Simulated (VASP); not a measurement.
# BaHfO3 (Pm-3m) in VASP: a series of runs, part 2 of 2

VASP 6.6.1. The steps go on from the part before.

### Step 3. Single point, r2SCAN, non-collinear spin, zero start, spin-orbit coupling (strain -3.0%)

POSCAR reads:

```
BaHfO3
1.0
    4.0517470077      0.0000000000      0.0000000000
    0.0000000000      4.0517470077      0.0000000000
    0.0000000000      0.0000000000      4.0517470077
Ba Hf O
1 1 3
Direct
    0.0000000000      0.0000000000      0.0000000000
    0.5000000000      0.5000000000      0.5000000000
    0.5000000000      0.5000000000      0.0000000000
    0.5000000000      0.0000000000      0.5000000000
    0.0000000000      0.5000000000      0.5000000000
```

INCAR.step1 reads:

```
SYSTEM = BaHfO3
  ALGO = Normal
  EDIFF = 1E-4
  ENCUT = 520
  GGA = PE
  GGA_COMPAT = .False.
  ISMEAR = 0
  LASPH = .True.
  LCHARG = .False.
  LMAXMIX = 4
  LREAL = .False.
  LSORBIT = .True.
  LWAVE = .True.
  MAGMOM = 0 0 0 0 0 0 0 0 0 0 0 0 0 0 0
  NBANDS = 53
  NELM = 150
  PREC = Accurate
  SIGMA = 0.01
```

INCAR.step2 reads:

```
SYSTEM = BaHfO3
  ALGO = Normal
  EDIFF = 1E-7
  ENCUT = 520
  GGA_COMPAT = .False.
  ISIF = 2
  ISMEAR = 0
  ISTART = 1
  LASPH = .True.
  LCHARG = .False.
  LMAXMIX = 4
  LMIXTAU = .True.
  LORBIT = 11
  LORBMOM = .True.
  LREAL = .False.
  LSORBIT = .True.
  LWAVE = .False.
  MAGMOM = 0 0 0 0 0 0 0 0 0 0 0 0 0 0 0
  METAGGA = R2SCAN
  NBANDS = 53
  NELM = 150
  PREC = Accurate
  SIGMA = 0.01
```

KPOINTS reads:

```
k-points
0
Gamma
  6 6 6
  0 0 0
```

Potentials or basis: VASP PAW PBE potentials, release 64 (Ba_sv, Hf_pv, O).

The run is started by

```console
$ cat potpaw_PBE.64/Ba_sv/POTCAR potpaw_PBE.64/Hf_pv/POTCAR potpaw_PBE.64/O/POTCAR > POTCAR
$ cp INCAR.step1 INCAR
$ mpirun -np 1 vasp_ncl > vasp.out
$ cp INCAR.step2 INCAR
$ mpirun -np 1 vasp_ncl > vasp.out
```

OUTCAR:

```text
SYSTEM = BaHfO3
   EDIFF = 1E-7
   ENCUT = 520
   ISIF = 2
   ISMEAR = 0
   ISTART = 1
   LASPH = .True.
   LORBIT = 11
   LREAL = .False.
   LSORBIT = .True.
   METAGGA = R2SCAN
   NELM = 150
   PREC = Accurate

 ion  position               nearest neighbor table
   1  0.000  0.000  0.000-   3 2.87   4 2.87   5 2.87   4 2.87   5 2.87   3 2.87   5 2.87   5 2.87
                             3 2.87   4 2.87   4 2.87   3 2.87   2 3.51   2 3.51   2 3.51   2 3.51
   2  0.500  0.500  0.500-   3 2.03   4 2.03   5 2.03   3 2.03   4 2.03   5 2.03   1 3.51   1 3.51
                             1 3.51   1 3.51   1 3.51   1 3.51   1 3.51   1 3.51
   3  0.500  0.500  0.000-   2 2.03   2 2.03   1 2.87   1 2.87   1 2.87   1 2.87
   4  0.500  0.000  0.500-   2 2.03   2 2.03   1 2.87   1 2.87   1 2.87   1 2.87
   5  0.000  0.500  0.500-   2 2.03   2 2.03   1 2.87   1 2.87   1 2.87   1 2.87

  LATTYP: Found a simple cubic cell.
 ALAT       =     4.0517470077

  Lattice vectors:

 A1 = (   4.0517470077,   0.0000000000,   0.0000000000)
 A2 = (   0.0000000000,   4.0517470077,   0.0000000000)
 A3 = (   0.0000000000,   0.0000000000,   4.0517470077)

Analysis of symmetry for initial positions (statically):
=====================================================================
 Subroutine PRICEL returns:
 Original cell was already a primitive cell.

 Routine SETGRP: Setting up the symmetry group for a
 simple cubic supercell.

 Subroutine GETGRP returns: Found 48 space group operations
 (whereof 48 operations were pure point group operations)
 out of a pool of 48 trial point group operations.

The static configuration has the point symmetry O_h .

Analysis of symmetry for dynamics (positions and initial velocities):
=====================================================================
 Subroutine PRICEL returns:
 Original cell was already a primitive cell.

 Routine SETGRP: Setting up the symmetry group for a
 simple cubic supercell.

 Subroutine GETGRP returns: Found 48 space group operations
[... 1291 lines left out ...]
  4         0.000   0.000   0.000
  5         0.000   0.000   0.000
 ----------------------------------------
           -0.000   0.000   0.000

 orbital moment (z)

 # of ion     p       d       tot
 ----------------------------------------
  1         0.000   0.000   0.000
  2         0.000   0.000   0.000
  3         0.000   0.000   0.000
  4         0.000   0.000   0.000
  5         0.000   0.000   0.000
 ----------------------------------------
            0.000   0.000   0.000

 Spin-Orbit-Coupling matrix elements

 Ion:    1  E_soc:     -0.3622416
 l=   1
     0.0000000    -0.0602273    -0.0602273
    -0.0602273     0.0000000    -0.0602273
    -0.0602273    -0.0602273     0.0000000
 l=   2
     0.0000000    -0.0000298     0.0000000    -0.0000298    -0.0001165
    -0.0000298     0.0000000    -0.0000874    -0.0000298    -0.0000291
     0.0000000    -0.0000874     0.0000000    -0.0000874     0.0000000
    -0.0000298    -0.0000298    -0.0000874     0.0000000    -0.0000291
    -0.0001165    -0.0000291     0.0000000    -0.0000291     0.0000000
 l=   3
     0.0000000     0.0000000     0.0000000     0.0000000     0.0000000     0.0000000     0.0000000
     0.0000000     0.0000000     0.0000000     0.0000000     0.0000000     0.0000000     0.0000000
     0.0000000     0.0000000     0.0000000     0.0000000     0.0000000     0.0000000     0.0000000
     0.0000000     0.0000000     0.0000000     0.0000000     0.0000000     0.0000000     0.0000000
[... 69 lines left out ...]
 l=   2
     0.0000000     0.0000000     0.0000000     0.0000000     0.0000000
     0.0000000     0.0000000     0.0000000     0.0000000     0.0000000
     0.0000000     0.0000000     0.0000000     0.0000000     0.0000000
     0.0000000     0.0000000     0.0000000     0.0000000     0.0000000
     0.0000000     0.0000000     0.0000000     0.0000000     0.0000000
 l=   3
     0.0000000     0.0000000     0.0000000     0.0000000     0.0000000     0.0000000     0.0000000
     0.0000000     0.0000000     0.0000000     0.0000000     0.0000000     0.0000000     0.0000000
     0.0000000     0.0000000     0.0000000     0.0000000     0.0000000     0.0000000     0.0000000
     0.0000000     0.0000000     0.0000000     0.0000000     0.0000000     0.0000000     0.0000000
     0.0000000     0.0000000     0.0000000     0.0000000     0.0000000     0.0000000     0.0000000
     0.0000000     0.0000000     0.0000000     0.0000000     0.0000000     0.0000000     0.0000000
     0.0000000     0.0000000     0.0000000     0.0000000     0.0000000     0.0000000     0.0000000

 total charge

# of ion       s       p       d       tot
------------------------------------------
    1        2.018   5.664   0.305   7.988
    2        0.376   6.911   1.641   8.928
    3        1.568   3.573   0.000   5.141
    4        1.568   3.573   0.000   5.141
    5        1.568   3.573   0.000   5.141
--------------------------------------------------
tot          7.098  23.296   1.945  32.340

 magnetization (x)

# of ion       s       p       d       tot
------------------------------------------
    1       -0.000  -0.000   0.000   0.000
    2        0.000   0.000  -0.000  -0.000
    3        0.000  -0.000   0.000  -0.000
    4        0.000   0.000   0.000   0.000
    5       -0.000   0.000   0.000  -0.000
--------------------------------------------------
tot         -0.000   0.000   0.000   0.000

 magnetization (y)

# of ion       s       p       d       tot
------------------------------------------
    1       -0.000   0.000   0.000   0.000
    2       -0.000   0.000   0.000  -0.000
    3       -0.000  -0.000   0.000  -0.000
    4       -0.000   0.000   0.000  -0.000
    5       -0.000  -0.000   0.000  -0.000
--------------------------------------------------
tot         -0.000  -0.000   0.000  -0.000

 magnetization (z)

# of ion       s       p       d       tot
------------------------------------------
    1        0.000  -0.000   0.000   0.000
    2        0.000  -0.000   0.000  -0.000
    3        0.000  -0.000   0.000  -0.000
    4        0.000  -0.000   0.000  -0.000
    5       -0.000  -0.000   0.000  -0.000
--------------------------------------------------
tot          0.000  -0.000   0.000  -0.000
```

OUTCAR.step1:

```text
SYSTEM = BaHfO3
   EDIFF = 1E-4
   ENCUT = 520
   GGA = PE
   ISMEAR = 0
   LASPH = .True.
   LREAL = .False.
[... 1413 lines left out ...]
     0.0000000     0.0000000     0.0000000     0.0000000     0.0000000     0.0000000     0.0000000
     0.0000000     0.0000000     0.0000000     0.0000000     0.0000000     0.0000000     0.0000000
     0.0000000     0.0000000     0.0000000     0.0000000     0.0000000     0.0000000     0.0000000
     0.0000000     0.0000000     0.0000000     0.0000000     0.0000000     0.0000000     0.0000000
     0.0000000     0.0000000     0.0000000     0.0000000     0.0000000     0.0000000     0.0000000

=======================================================================

 ========================================================
```

It took 17 min on 1 thread of Intel Xeon Platinum 8259CL at 2.50GHz (Skylake/Cascade Lake), shared host; peak memory 0.4 GiB.

Results:

```
Free energy                                           : -108.4558 eV
Pressure                                              : 18.7 GPa
Net moment                                            : 0.00 μB per cell
Valence electrons inside the program's atomic spheres : Ba 7.99; Hf 8.93; O 5.14
```

Moments on the atoms (μB; x, y, z):
```
Ba  0.00 0.00 0.00
Hf  0.00 0.00 0.00
O   0.00 0.00 0.00
O   0.00 0.00 0.00
O   0.00 0.00 0.00
```

Caveat: the cell differs from its parent crystal (strain -3.0%); the cell stands under pressure; the PAW data sets were made with another functional, which shifts forces and pressure a little.
